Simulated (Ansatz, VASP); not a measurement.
## FeSi2 in VASP and in Ansatz

```
CELL_PARAMETERS angstrom
0.00000 2.69000 5.08000
2.69000 0.00000 5.08000
2.69000 2.69000 0.00000
ATOMIC_POSITIONS crystal
Fe 0.00000 0.00000 0.00000
Fe 0.50000 0.50000 0.50000
Si 0.12500 0.12500 0.37500
Si 0.62500 0.62500 0.87500
Si 0.37500 0.37500 0.12500
Si 0.87500 0.87500 0.62500
```

Alike in both runs: task single point; functional r2SCAN; k mesh 5 × 5 × 5; occupations gaussian, width 0.05 eV; no spin polarisation.

|  | VASP | Ansatz |
| --- | --- | --- |
| version | VASP 6.6.1 | Ansatz 0.2.0 |
| potentials or method | VASP PAW PBE potentials, release 64 (Fe, Si), cutoff 520 eV | PAW, plane waves, scalar-relativistic |
| valence electrons in the cell | 32 | 48 |

Ansatz gave:

* pressure (GPa): 7.7
* traceless stress, the component that is largest in VASP (GPa): 0.35
* rms of the force components (eV/Å): 1.531

Q: Which values does VASP return?

A: Pressure (GPa): 7.9; traceless stress, the component that is largest in VASP (GPa): 0.16; rms of the force components (eV/Å): 1.545.

VASP's potentials were made for PBE, not for r2SCAN. Atom by atom the forces differ by 0.014 eV/Å (rms over components). VASP's potentials hold 32 valence electrons a cell and Ansatz's 48, so a difference there can come from the potentials and not from the codes.
